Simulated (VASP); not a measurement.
## Li3SiN2: single point with PBE

Crystal: Li3SiN2.

```
Li Si N
1.0
     3.85560    0.00000    0.00000
    -1.54605    5.07036    0.00000
    -0.53528   -2.24005    7.20224
Li Si N
6 2 4
Direct
  0.01505 0.16950 0.80072
  0.88803 0.23250 0.35111
  0.36014 0.91169 0.65089
  0.26413 0.95530 0.24718
  0.60816 0.91717 0.95394
  0.80404 0.81001 0.44411
  0.56841 0.43783 0.68147
  0.65142 0.49016 0.10994
  0.76373 0.76705 0.69756
  0.69320 0.82534 0.18192
  0.58962 0.30967 0.87432
  0.29408 0.17377 0.50684
```

| Property | Result |
| --- | --- |
| Program | VASP 6.6.1 |
| Task | single point |
| Functional | PBE |
| Potentials or basis | VASP PAW PBE potentials, release 64 (Li_sv, Si, N) |
| Cutoff | 520 eV |
| k mesh | 6 × 4 × 4 |
| Occupations | gaussian, width 0.1 eV |
| Spin | no spin polarisation |
| Dipole correction | no |
| Further INCAR settings | ALGO = Normal; EDIFF = 1e-06; NBANDS = 35 |

```
Largest force          : 0.445 eV/Å
Band gap on the k mesh : 0.47 eV
```

Forces in eV/Å, atoms in the order of the input:
```
Li   0.138 -0.041 -0.108
Li   0.018 -0.020 -0.043
Li  -0.408 -0.105  0.144
Li   0.009 -0.017 -0.038
Li   0.104  0.072  0.053
Li  -0.009  0.282  0.096
Si  -0.078 -0.347 -0.101
Si   0.052 -0.277 -0.128
N    0.225  0.096  0.124
N   -0.047  0.073 -0.017
N   -0.013  0.258  0.039
N    0.009  0.026 -0.021
```

Levels at points of the mesh, in eV from the valence-band top:
| k point | band 21 | band 22 | band 23 | band 24 | band 25 | band 26 |
| --- | --- | --- | --- | --- | --- | --- |
| (0.00, 0.00, 0.00) | -1.71 | -1.66 | -1.54 | 1.38 | 2.35 | 3.26 |
| (0.50, 0.00, 0.00) | -2.15 | -1.50 | -1.14 | 1.38 | 2.43 | 3.30 |
| (0.00, 0.50, 0.00) | -1.66 | -1.24 | -0.61 | 1.94 | 2.17 | 2.74 |
| (0.50, 0.50, 0.00) | -2.18 | -1.78 | -0.16 | 0.59 | 2.72 | 3.31 |
| (0.00, 0.00, 0.50) | -1.96 | -1.73 | -1.02 | 1.19 | 2.67 | 3.15 |
| (0.50, 0.00, 0.50) | -1.91 | -1.56 | -0.69 | 1.27 | 2.92 | 3.19 |
| (0.00, 0.50, 0.50) | -1.68 | -1.25 | -0.32 | 1.52 | 2.30 | 3.22 |
| (0.50, 0.50, 0.50) | -2.05 | -1.66 | 0.00 | 0.47 | 2.63 | 3.25 |

Wall time 5.3 min on 1 thread of Intel(R) Xeon(R) 6975P-C (Granite Rapids) (shared host), peak memory 0.35 GiB.

 A k mesh can miss the band edges.
